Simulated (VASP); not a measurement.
# CaO (Fm-3m) in VASP: vibrations by perturbation theory with PBE

Aim: the vibrations by perturbation theory of CaO with PBE.

Everything below comes from runs of VASP 6.6.1. Logs are shortened: lines on timing, memory, paths and dates and some standing lists are left out, and cuts for length are marked.

## (1) The cell of the first run

It takes space group Fm-3m (No. 225, cubic). Conventional cell: a = 4.831 Å, b = 4.831 Å, c = 4.831 Å, α = 90.00°, β = 90.00°, γ = 90.00°. Ca (site symmetry m-3m) has 6 O at 2.42 Å within 3.2 Å. Within 3.2 Å of O (site symmetry m-3m) lie 6 Ca at 2.42 Å.

## (2) Vibrations by perturbation theory, PBE

Input file INCAR:

```
SYSTEM = CaO
  PREC = Accurate
  ENCUT = 520
  EDIFF = 1E-8
  ISMEAR = 0
  SIGMA = 0.01
  LREAL = .False.
  LASPH = .True.
  NELM = 60
  ALGO = Normal
  ISIF = 2
  LWAVE = .False.
  LCHARG = .True.
  GGA = PE
  NBANDS = 15
  IBRION = 8
  NSW = 1
  LEPSILON = .True.
```

Input file KPOINTS:

```
regular mesh
0
Gamma
  8 8 8
  0 0 0
```

Input file POSCAR:

```
CaO
1.0
    0.0000000000      2.4153862323      2.4153862323
    2.4153862323      0.0000000000      2.4153862323
    2.4153862323      2.4153862323      0.0000000000
Ca O
1 1
Direct
    0.0000000000      0.0000000000      0.0000000000
    0.5000000000      0.5000000000      0.5000000000
```

Potentials or basis: VASP PAW PBE potentials, release 64 (Ca_sv, O).

Run with:

```sh
$ cat potpaw_PBE.64/Ca_sv/POTCAR potpaw_PBE.64/O/POTCAR > POTCAR
$ mpirun -np 1 vasp_std > vasp.out
```

OUTCAR:

```text
SYSTEM = CaO
   PREC = Accurate
   ENCUT = 520
   EDIFF = 1E-8
   ISMEAR = 0
   LREAL = .False.
   LASPH = .True.
   NELM = 60
   ISIF = 2
   GGA = PE
   IBRION = 8
   NSW = 1
   LEPSILON = .True.

 ion  position               nearest neighbor table
   1  0.000  0.000  0.000-   2 2.42   2 2.42   2 2.42   2 2.42   2 2.42   2 2.42
   2  0.500  0.500  0.500-   1 2.42   1 2.42   1 2.42   1 2.42   1 2.42   1 2.42

  LATTYP: Found a face centered cubic cell.
 ALAT       =     4.8307724646

  Lattice vectors:

 A1 = (   0.0000000000,   2.4153862323,   2.4153862323)
 A2 = (   2.4153862323,   0.0000000000,   2.4153862323)
 A3 = (   2.4153862323,   2.4153862323,   0.0000000000)

Analysis of symmetry for initial positions (statically):
=====================================================================
 Subroutine PRICEL returns:
 Original cell was already a primitive cell.

 Routine SETGRP: Setting up the symmetry group for a
 face centered cubic supercell.

 Subroutine GETGRP returns: Found 48 space group operations
 (whereof 48 operations were pure point group operations)
 out of a pool of 48 trial point group operations.

The static configuration has the point symmetry O_h .

Analysis of symmetry for dynamics (positions and initial velocities):
=====================================================================
 Subroutine PRICEL returns:
 Original cell was already a primitive cell.

 Routine SETGRP: Setting up the symmetry group for a
 face centered cubic supercell.

 Subroutine GETGRP returns: Found 48 space group operations
 (whereof 48 operations were pure point group operations)
 out of a pool of 48 trial point group operations.

The dynamic configuration has the point symmetry O_h .

 Subroutine INISYM returns: Found 48 space group operations
 (whereof 48 operations are pure point group operations),
 and found     1 'primitive' translations

----------------------------------------------------------------------------------------

                                     Primitive cell

  volume of cell :      28.1832

  direct lattice vectors                    reciprocal lattice vectors
     0.000000000  2.415386232  2.415386232    -0.207006231  0.207006231  0.207006231
     2.415386232  0.000000000  2.415386232     0.207006231 -0.207006231  0.207006231
     2.415386232  2.415386232  0.000000000     0.207006231  0.207006231 -0.207006231

  length of vectors
     3.415871968  3.415871968  3.415871968     0.358545309  0.358545309  0.358545309

  position of ions in fractional coordinates (direct lattice)
     0.000000000  0.000000000  0.000000000
     0.500000000  0.500000000  0.500000000

  ion indices of the primitive-cell ions
   primitive index   ion index
                 1           1
                 2           2

----------------------------------------------------------------------------------------

 KPOINTS: regular mesh

Automatic generation of k-mesh.
 Grid dimensions read from file:
[... 584 lines left out ...]
 ------------------------------------------------------

 Free energy of the ion-electron system (eV)
  ---------------------------------------------------
  ---------------------------------------------------
  free energy    TOTEN  =        -0.23836185 eV

  energy without entropy =       -0.23836185

------------------------ aborting loop because EDIFF is reached ----------------------------------------

--------------------------------------- Ionic step        2  -------------------------------------------

------------------------ aborting loop because EDIFF is reached ----------------------------------------

--------------------------------------- Ionic step        3  -------------------------------------------

------------------------ aborting loop because EDIFF is reached ----------------------------------------

 PIEZOELECTRIC TENSOR FIELD DIRECTION 3  (e Angst)
 -----------------------------------------------------------------------------
     0.00001  0.00000 -0.00000           ( -0.00001  0.00000 -0.00000)
     0.00000  0.00001 -0.00000           (  0.00000 -0.00001  0.00000)
    -0.00000  0.00000 -0.00072           ( -0.00000  0.00000 -0.00000)

 PIEZOELECTRIC TENSOR FIELD DIRECTION 3  (C/m^2)
 -----------------------------------------------------------------------------
     0.00000  0.00000 -0.00000
     0.00000  0.00000 -0.00000
    -0.00000  0.00000 -0.00041

--------------------------------------- Ionic step        4  -------------------------------------------

------------------------ aborting loop because EDIFF is reached ----------------------------------------

[... ionic steps 5 to 6 ...]

--------------------------------------- Ionic step        7  -------------------------------------------

 Free energy of the ion-electron system (eV)
  ---------------------------------------------------
  ---------------------------------------------------
  free energy    TOTEN  =        -0.36445860 eV

  energy without entropy =       -0.36445860

------------------------ aborting loop because EDIFF is reached ----------------------------------------

 INTERNAL STRAIN TENSOR  FOR ION    2  DIRECTION 1   (eV/Angst):
 -----------------------------------------------------------------------------
     0.01703  0.00000  0.00000
     0.00000 -0.01088  0.00000
     0.00000  0.00000 -0.01088

 MACROSCOPIC STATIC DIELECTRIC TENSOR (including local field effects in DFT)
 ------------------------------------------------------
           3.785409    -0.000000    -0.000000
          -0.000000     3.785409     0.000000
          -0.000000     0.000000     3.785409
 ------------------------------------------------------

 PIEZOELECTRIC TENSOR (including local field effects)  for field in x, y, z        (e  Angst)
          XX          YY          ZZ          XY          YZ          ZX
  --------------------------------------------------------------------------------
  x     0.00000     0.00000     0.00000     0.00000     0.00000     0.00000
  y     0.00000     0.00000     0.00000     0.00000     0.00000     0.00000
  z     0.00000     0.00000     0.00000     0.00000     0.00000     0.00000

 PIEZOELECTRIC TENSOR (including local field effects)  for field in x, y, z        (C/m^2)
          XX          YY          ZZ          XY          YZ          ZX
  --------------------------------------------------------------------------------
  x     0.00000     0.00000     0.00000     0.00000     0.00000     0.00000
  y     0.00000     0.00000     0.00000     0.00000     0.00000     0.00000
  z     0.00000     0.00000     0.00000     0.00000     0.00000     0.00000

 BORN EFFECTIVE CHARGES (including local field effects) (in |e|, cummulative output)
 ---------------------------------------------------------------------------------
 ion    1
    1     2.35215     0.00000    -0.00000
    2     0.00000     2.35215    -0.00000
    3     0.00000     0.00000     2.35215
 ion    2
    1    -2.35215    -0.00000     0.00000
    2    -0.00000    -2.35215     0.00000
    3     0.00000    -0.00000    -2.35215

 INTERNAL STRAIN TENSOR FOR ION    2 for displacements in x,y,z  (eV/Angst):
          X           Y           Z          XY          YZ          ZX
  --------------------------------------------------------------------------------
  x     0.00000     0.00000     0.00000     0.00000     0.00000     0.00000
  y     0.00000     0.00000     0.00000     0.00000     0.00000     0.00000
  z     0.00000     0.00000     0.00000     0.00000     0.00000     0.00000

 SECOND DERIVATIVES (NOT SYMMETRIZED)
 ------------------------------------
               1X          1Y          1Z          2X          2Y          2Z
  1X    -2.884641    0.000000    0.000000    2.884641    0.000000    0.000000
  1Y     0.000000   -2.884641    0.000000    0.000000    2.884641    0.000000
  1Z     0.000000    0.000000   -2.884641    0.000000    0.000000    2.884641
  2X     2.879335    0.000000    0.000000   -2.879335    0.000000    0.000000
  2Y     0.000000    2.879335    0.000000    0.000000   -2.879335    0.000000
  2Z     0.000000    0.000000    2.879335    0.000000    0.000000   -2.879335

 Eigenvectors and eigenvalues of the dynamical matrix
 ----------------------------------------------------

   1 f  =    7.846831 THz    49.303091 2PiTHz  261.742096 cm-1    32.451869 meV
             X         Y         Z           dx          dy          dz
      0.000000  0.000000  0.000000     0.534502   -0.000000    0.000000
      2.415386  2.415386  2.415386    -0.845167    0.000000    0.000000
[... 21 lines left out ...]
   6 f/i=    0.003263 THz     0.020502 2PiTHz    0.108840 cm-1     0.013494 meV
             X         Y         Z           dx          dy          dz
      0.000000  0.000000  0.000000    -0.706321    0.446277    0.127498
      2.415386  2.415386  2.415386    -0.446693    0.282235    0.080632

--------------------------------------------------------------------------------------------------------

 MACROSCOPIC STATIC DIELECTRIC TENSOR IONIC CONTRIBUTION
 ------------------------------------------------------
          12.325751    -0.000000     0.000000
          -0.000000    12.325751    -0.000000
           0.000000    -0.000000    12.325751
 ------------------------------------------------------

 ELASTIC MODULI CONTR FROM IONIC RELAXATION (kBar)
 Direction    XX          YY          ZZ          XY          YZ          ZX
 --------------------------------------------------------------------------------
 XX           0.0000      0.0000      0.0000      0.0000      0.0000      0.0000
 YY           0.0000      0.0000      0.0000      0.0000      0.0000      0.0000
 ZZ           0.0000      0.0000      0.0000      0.0000      0.0000      0.0000
 XY           0.0000      0.0000      0.0000      0.0000      0.0000      0.0000
 YZ           0.0000      0.0000      0.0000      0.0000      0.0000      0.0000
 ZX           0.0000      0.0000      0.0000      0.0000      0.0000      0.0000
 --------------------------------------------------------------------------------

 PIEZOELECTRIC TENSOR IONIC CONTR  for field in x, y, z        (C/m^2)
          XX          YY          ZZ          XY          YZ          ZX
  --------------------------------------------------------------------------------
  x     0.00000     0.00000     0.00000     0.00000     0.00000     0.00000
  y     0.00000     0.00000     0.00000     0.00000     0.00000     0.00000
  z     0.00000     0.00000     0.00000     0.00000     0.00000     0.00000
```

It took 4.5 min on 1 thread of Intel Xeon Platinum 8488C (Sapphire Rapids), shared host; peak memory 0.22 GiB.

What came out:

```
Electronic dielectric tensor (diagonal)                 : 3.79
Born charges (mean of the diagonal)                     : Ca +2.35; O -2.35 e
Highest phonon frequency at Γ, LO-TO splitting left out : 262 cm⁻¹
```

Phonon frequencies in cm⁻¹ (negative: imaginary):
| q point | frequencies |
| --- | --- |
| (0.000, 0.000, 0.000) | 0 0 0 262 262 262 |

Electronic dielectric tensor:
```
3.79 0.00 0.00
0.00 3.79 0.00
0.00 0.00 3.79
```

Born effective charge tensors (e):
atom 1, Ca
```
2.35 0.00 0.00
0.00 2.35 0.00
0.00 0.00 2.35
```
atom 2, O
```
-2.35  0.00  0.00
 0.00 -2.35  0.00
 0.00  0.00 -2.35
```
